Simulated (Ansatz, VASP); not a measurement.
## SrTiO3 in VASP and in Ansatz

INCAR

```
SYSTEM = SrTiO3
ALGO = Normal
EDIFF = 1E-7
ENCUT = 520
GGA = PS
ISIF = 2
ISMEAR = 0
LASPH = .TRUE.
LCHARG = .TRUE.
LELF = .TRUE.
LREAL = .FALSE.
LVHAR = .TRUE.
LWAVE = .FALSE.
NBANDS = 28
NELM = 60
PREC = Accurate
SIGMA = 0.05
```

File KPOINTS:

```
k-points
0
G
  8 8 8
  0 0 0
```

Contents of POSCAR:

```
SrTiO3
1.0
    3.8937032486      0.1011351493      0.1011351493
    0.1011351493      3.8937032486      0.1011351493
    0.1011351493      0.1011351493      3.8937032486
Sr Ti O
1 1 3
Direct
    0.0000000000      0.0000000000      0.0000000000
    0.5000000000      0.5000000000      0.5000000000
    0.0000000000      0.5000000000      0.5000000000
    0.5000000000      0.0000000000      0.5000000000
    0.5000000000      0.5000000000      0.0000000000
```

Input for Ansatz:

```yaml
crystal:
  lattice:
    - [3.8937032486, 0.1011351493, 0.1011351493]
    - [0.1011351493, 3.8937032486, 0.1011351493]
    - [0.1011351493, 0.1011351493, 3.8937032486]
  atoms:
    - { symbol: Sr, position: [0.0, 0.0, 0.0] }
    - { symbol: Ti, position: [0.5, 0.5, 0.5] }
    - { symbol: O, position: [0.0, 0.5, 0.5] }
    - { symbol: O, position: [0.5, 0.0, 0.5] }
    - { symbol: O, position: [0.5, 0.5, 0.0] }
basis:
  ecutwfc: 420
kpoints:
  mp_grid: { grid: [8, 8, 8] }
hamiltonian:
  xc: pbesol
scf:
  occupations: { method: gaussian, width: 0.05 }
output:
  forces: true
  stress: true
  eigenvalues: true
```

Alike in both runs: task single point; functional PBEsol; k mesh 8 × 8 × 8; occupations gaussian, width 0.05 eV; no spin polarisation.

|  | VASP | Ansatz |
| --- | --- | --- |
| version | VASP 6.6.1 | Ansatz 0.2.0 |
| potentials or method | VASP PAW PBE potentials, release 64 (Sr_sv, Ti_sv, O), cutoff 520 eV | scalar-relativistic, plane waves, PAW |
| valence electrons in the cell | 40 | 40 |

VASP gave:

| Property | Result |
| --- | --- |
| gap on the k mesh at the Fermi level (eV) | 1.61 |
| least direct gap on the mesh (eV) | 1.85 |
| pressure (GPa) | 1.0 |
| traceless stress, the component that is largest in VASP (GPa) | -5.80 |

Problem. Estimate Ansatz's values.

Solution. gap on the k mesh at the Fermi level (eV): 1.64; least direct gap on the mesh (eV): 1.87; pressure (GPa): 0.3; traceless stress, the component that is largest in VASP (GPa): -5.78.

VASP's potentials were made for PBE, not for PBEsol.
